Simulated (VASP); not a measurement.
# CuO (Cccm) in VASP: a series of runs, part 3 of 3

VASP 6.6.1. Earlier steps stand in the parts before.

### Step 5. Single point, r2SCAN

This run uses another cell than the first one, of 10.73 Å³/atom, 1.006 times its volume.

Input file POSCAR:

```
CuO
1.0
    2.0436427917     -2.0501604381      0.0000000000
    2.0436427917      2.0501604381      0.0000000000
    0.0000000000      0.0000000000      5.1231778790
Cu O
2 2
Direct
    0.5000000000      0.0000000000      0.0000000000
    0.0000000000      0.5000000000      0.5000000000
    0.5000000000      0.5000000000      0.2500000000
    0.5000000000      0.5000000000      0.7500000000
```

Input file INCAR.step1:

```
SYSTEM = CuO
ALGO = Normal
EDIFF = 1E-4
ENCUT = 520
GGA = PE
ISMEAR = -1
LASPH = .True.
LCHARG = .False.
LREAL = .False.
LWAVE = .True.
NBANDS = 25
NELM = 80
PREC = Accurate
SIGMA = 0.05
```

Input file INCAR.step2:

```
SYSTEM = CuO
ALGO = Normal
EDIFF = 1E-6
ENCUT = 520
ISIF = 2
ISMEAR = -1
ISTART = 1
LASPH = .True.
LCHARG = .False.
LMIXTAU = .True.
LREAL = .False.
LWAVE = .False.
METAGGA = R2SCAN
NBANDS = 25
NELM = 80
PREC = Accurate
SIGMA = 0.05
```

Input file KPOINTS:

```
k-points
0
Gamma
  9 9 5
  0 0 0
```

Potentials or basis: VASP PAW PBE potentials, release 64 (Cu, O).

Launch:

```sh
> cat potpaw_PBE.64/Cu/POTCAR potpaw_PBE.64/O/POTCAR > POTCAR
> cp INCAR.step1 INCAR
> mpirun -np 1 vasp_std > vasp.out
> cp INCAR.step2 INCAR
> mpirun -np 1 vasp_std > vasp.out
```

OUTCAR:

```text
SYSTEM = CuO
   EDIFF = 1E-6
   ENCUT = 520
   ISIF = 2
   ISMEAR = -1
   ISTART = 1
   LASPH = .True.
   LREAL = .False.
   METAGGA = R2SCAN
   NELM = 80
   PREC = Accurate

 ion  position               nearest neighbor table
   1  0.500  0.000  0.000-   3 1.93   4 1.93   3 1.93   4 1.93
   2  0.000  0.500  0.500-   3 1.93   4 1.93   3 1.93   4 1.93
   3  0.500  0.500  0.250-   1 1.93   2 1.93   1 1.93   2 1.93
   4  0.500  0.500  0.750-   1 1.93   2 1.93   1 1.93   2 1.93

  LATTYP: Found a base centered orthorhombic cell.
 ALAT       =     4.0872855834
 B/A-ratio  =     1.0031892298
 C/A-ratio  =     1.2534426025

[... 871 lines left out ...]
  --------------------------------------------------------------------------------------
  -------------------------------------------------------------------------------------
  Total        0.2397404      0.2337915      0.3451024      0.0000000      0.0000000      0.0000000
  in kB        8.9472503      8.7252343     12.8794214      0.0000000      0.0000000      0.0000000
  external PRESSURE =      10.1839687 kB  Pullay stress =       0.0000000 kB

 VOLUME and BASIS-vectors are now :
 -----------------------------------------------------------------------------
  energy-cutoff  :      520.00
  volume of cell :       42.93
      direct lattice vectors                 reciprocal lattice vectors
     2.043642792 -2.050160438  0.000000000     0.244661152 -0.243883352  0.000000000
     2.043642792  2.050160438  0.000000000     0.244661152  0.243883352  0.000000000
     0.000000000  0.000000000  5.123177879     0.000000000  0.000000000  0.195191349

 POSITION                                       TOTAL-FORCE (eV/Angst)
 -----------------------------------------------------------------------------------
      1.02182     -1.02508      0.00000        -0.000000     -0.000000      0.000000
      1.02182      1.02508      2.56159         0.000000      0.000000      0.000000
      2.04364      0.00000      1.28079         0.000000      0.000000      0.000000
      2.04364      0.00000      3.84238         0.000000      0.000000     -0.000000
 -----------------------------------------------------------------------------------
    total drift:                                0.000000     -0.000000     -0.000000

  FREE ENERGIE OF THE ION-ELECTRON SYSTEM (eV)
  ---------------------------------------------------
  free  energy   TOTEN  =       -36.4786940455 eV

  energy  without entropy=      -36.4597100356  energy(sigma->0) =      -36.46920204
```

OSZICAR.step1:

```text
N       E                     dE             d eps       ncg     rms          rms(c)
DAV:   1     0.300015593850E+03    0.30002E+03   -0.16505E+04  3958   0.212E+03
DAV:   2     0.126249077990E+02   -0.28739E+03   -0.26396E+03  3783   0.392E+02
DAV:   3    -0.246689535200E+02   -0.37294E+02   -0.35362E+02  4839   0.158E+02
DAV:   4    -0.259798540242E+02   -0.13109E+01   -0.13031E+01  4585   0.312E+01
DAV:   5    -0.260075452757E+02   -0.27691E-01   -0.27682E-01  5030   0.398E+00    0.178E+01
DAV:   6    -0.233394408259E+02    0.26681E+01   -0.37687E+01  5358   0.154E+02    0.135E+01
DAV:   7    -0.196267224729E+02    0.37127E+01   -0.10388E+01  4598   0.117E+02    0.257E+00
DAV:   8    -0.197286257648E+02   -0.10190E+00   -0.15293E+00  3987   0.830E+00    0.164E+00
DAV:   9    -0.196983105041E+02    0.30315E-01   -0.58784E-02  5921   0.657E+00    0.559E-01
DAV:  10    -0.196934362119E+02    0.48743E-02   -0.14611E-02  5622   0.184E+00    0.372E-01
DAV:  11    -0.196925376707E+02    0.89854E-03   -0.79005E-03  5776   0.853E-01    0.572E-02
DAV:  12    -0.196925372274E+02    0.44326E-06   -0.36644E-04  4158   0.213E-01
   1 F= -.19692537E+02 E0= -.19682997E+02  d E =-.190803E-01
```

Wall time 3.2 min (1 thread of Intel Xeon Platinum 8259CL at 2.50GHz (Skylake/Cascade Lake), shared host); peak memory 0.21 GiB.

What came out:

```yaml
Free_energy: -36.4787 eV
Pressure: 1.0 GPa
Band_gap_on_the_k_mesh: zero (band 17 reaches 5.79 eV, above the bottom of band 18 at 4.83 eV)
```

Stress tensor (GPa, compression positive):
```
0.89 0.00 0.00
0.00 0.87 0.00
0.00 0.00 1.29
```

Levels at points of the mesh, in eV from the Fermi level:
| k point | band 13 | band 14 | band 15 | band 16 | band 17 | band 18 | band 19 | band 20 | band 21 | band 22 |
| --- | --- | --- | --- | --- | --- | --- | --- | --- | --- | --- |
| (0.00, 0.00, 0.00) | -2.66 | -2.66 | -2.57 | -2.22 | 0.70 | 0.71 | 1.79 | 6.62 | 7.88 | 14.03 |

Caveat: the PAW data sets were made with another functional, which shifts forces and pressure a little; semilocal functionals often make such compounds metallic where correlation or magnetic order opens a gap, which also shifts bond lengths. With open d or f shells a metallic result of r2SCAN can be an artefact of self-interaction; +U or a hybrid may open a gap.

### Step 6. Single point, revPBE

This run uses another cell than the first one, of 11.49 Å³/atom, 1.078 times its volume.

Input file INCAR:

```
ALGO = Normal ; EDIFF = 1E-6
ENCUT = 700 ; GGA = RE
GGA_COMPAT = F ; ISIF = 2
ISMEAR = -1 ; LASPH = T
LCHARG = F ; LREAL = F
LWAVE = F ; NBANDS = 33
NELM = 120 ; PREC = Accurate
SIGMA = 0.05
```

Input file KPOINTS:

```
k-points
0
Gamma
  9 9 5
```

Input file POSCAR:

```
CuO
1.0
    2.1041564783     -2.1093070051      0.0000000000
    2.1041564783      2.1093070051      0.0000000000
    0.0000000000      0.0000000000      5.1795979242
Cu O
2 2
Direct
    0.5000000000      0.0000000000      0.0000000000
    0.0000000000      0.5000000000      0.5000000000
    0.5000000000      0.5000000000      0.2500000000
    0.5000000000      0.5000000000      0.7500000000
```

Potentials or basis: VASP PAW PBE potentials, release 64 (Cu_sv_GW, O).

Launch:

```sh
> cat potpaw_PBE.64/Cu_sv_GW/POTCAR potpaw_PBE.64/O/POTCAR > POTCAR
> mpirun -np 1 vasp_std > vasp.out
```

Wall time 2.3 min (1 thread of AMD EPYC 9R45 (Zen 5), shared host); peak memory 0.28 GiB.

The run converged. Its results:

```yaml
Free_energy: -18.4550 eV
Pressure: -2.6 GPa
Band_gap_on_the_k_mesh: zero (band 25 reaches 5.27 eV, above the bottom of band 26 at 4.36 eV)
```

Levels at points of the mesh, in eV from the Fermi level:
```tsv
k point	band 22	band 23	band 24	band 25	band 26	band 27	band 28	band 29
(0.00, 0.00, 0.00)	-2.26	-2.17	-1.79	0.67	0.68	1.33	6.06	7.17
```

Caveat: the PAW data sets were made with another functional, which shifts forces and pressure a little; semilocal functionals often make such compounds metallic where correlation or magnetic order opens a gap, which also shifts bond lengths.

### Step 7. Overview

| level | potentials or basis | cell | cutoff (eV) | second run | gap on the mesh (eV) | pressure (GPa) |
| --- | --- | --- | --- | --- | --- | --- |
| PBEsol | VASP PAW PBE potentials, release 64 (Cu_sv_GW, O) | a = 2.896, b = 2.896, c = 5.089 Å, angles 90.0, 90.0, 90.2°, 4 atoms | 700 | valence_matched | none | -2.8 |
| PBE | VASP PAW PBE potentials, release 64 (Cu_sv_GW, O) | a = 2.861, b = 2.861, c = 5.133 Å, angles 90.0, 90.0, 91.9°, 4 atoms | 700 | valence_matched | none | 7.0 |
| BLYP | VASP PAW PBE potentials, release 64 (Cu, O) | a = 2.994, b = 2.994, c = 5.197 Å, angles 90.0, 90.0, 90.2°, 4 atoms | 520 | - | none | 0.7 |
| r2SCAN | VASP PAW PBE potentials, release 64 (Cu, O) | a = 2.895, b = 2.895, c = 5.123 Å, angles 90.0, 90.0, 90.2°, 4 atoms | 520 | - | none | 1.0 |
| revPBE | VASP PAW PBE potentials, release 64 (Cu_sv_GW, O) | a = 2.979, b = 2.979, c = 5.180 Å, angles 90.0, 90.0, 90.1°, 4 atoms | 700 | valence_matched | none | -2.6 |

Alike in all rows: task single point; no spin polarisation; k mesh 9 × 9 × 5; smearing fermi-dirac 0.05 eV.

Caveats: semilocal functionals often make such compounds metallic where correlation or magnetic order opens a gap, which also shifts bond lengths; the PAW data sets were made with another functional, which shifts forces and pressure a little (some runs).

Absolute energies hang on the potentials; compare differences alone.
